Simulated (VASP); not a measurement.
Write the native input for VASP 6.6.1 that does the following.

```
Task                   : single point
Functional             : PBE
Potentials or basis    : VASP PAW PBE potentials, release 64 (Nb_sv, N)
Cutoff                 : 520 eV
k mesh                 : 3 × 3 × 3
Occupations            : methfessel-paxton, width 0.1 eV
Spin                   : no spin polarisation
Dipole correction      : no
Further INCAR settings : LREAL = Auto; ALGO = Normal; EDIFF = 1e-07; NBANDS = 120
```

The structure of Nb16N (a cell with a defect) lies in POSCAR:

```
Nb16N
1.0
    6.6171497900      0.0000000000      0.0000000000
    0.0000000000      6.6171497900      0.0000000000
    0.0000000000      0.0000000000      6.6171497900
Nb N
16 1
Direct
    0.0075937528     -0.0077766110     -0.0005780434
    0.2501631446      0.2495031928      0.2480832461
   -0.0048894163      0.0046900858      0.4994236348
    0.2502180021      0.2495414268      0.7508191831
    0.0075051951      0.5070116450     -0.0005163855
    0.2501466723      0.7495089513      0.2529910994
   -0.0050122789      0.4942434589      0.4994931511
    0.2502452041      0.7495428028      0.7458925907
    0.4928111201     -0.0077773666     -0.0005772878
    0.7501546976      0.2494240047      0.2058877377
    0.5053828470      0.0047086738      0.4994240881
    0.7502101596      0.2497383394      0.7930461251
    0.4927701659      0.5070046933     -0.0005286264
    0.7501386787      0.7494404929      0.2481591096
    0.5052800837      0.4942878889      0.4994831770
    0.7502335836      0.7496520643      0.7507201979
    0.7502246673      0.2493564529      0.4994685182
```

One way to write it, as run:

INCAR

```
SYSTEM = Nb16N
  PREC = Accurate
  ENCUT = 520
  EDIFF = 1E-7
  ISMEAR = 1
  SIGMA = 0.1
  LREAL = Auto
  LASPH = .TRUE.
  NELM = 60
  ALGO = Normal
  ISIF = 2
  LWAVE = .FALSE.
  LCHARG = .FALSE.
  GGA = PE
  NBANDS = 120
```

KPOINTS

```
regular mesh
0
G
  3 3 3
  0 0 0
```

Potentials or basis: VASP PAW PBE potentials, release 64 (Nb_sv, N).

Launch:

```bash
$ cat potpaw_PBE.64/Nb_sv/POTCAR potpaw_PBE.64/N/POTCAR > POTCAR
$ mpirun -np 1 vasp_std > vasp.out
```

It gave:

```yaml
Pressure: 4.4 GPa
Largest_force: 0.035 eV/Å
Band_gap_on_the_k_mesh: zero (an odd number of electrons rules out a gap without spin polarisation)
```

It took 41 min on 1 thread of AMD EPYC 7R13, with other jobs on the host, peak memory 0.49 GiB.
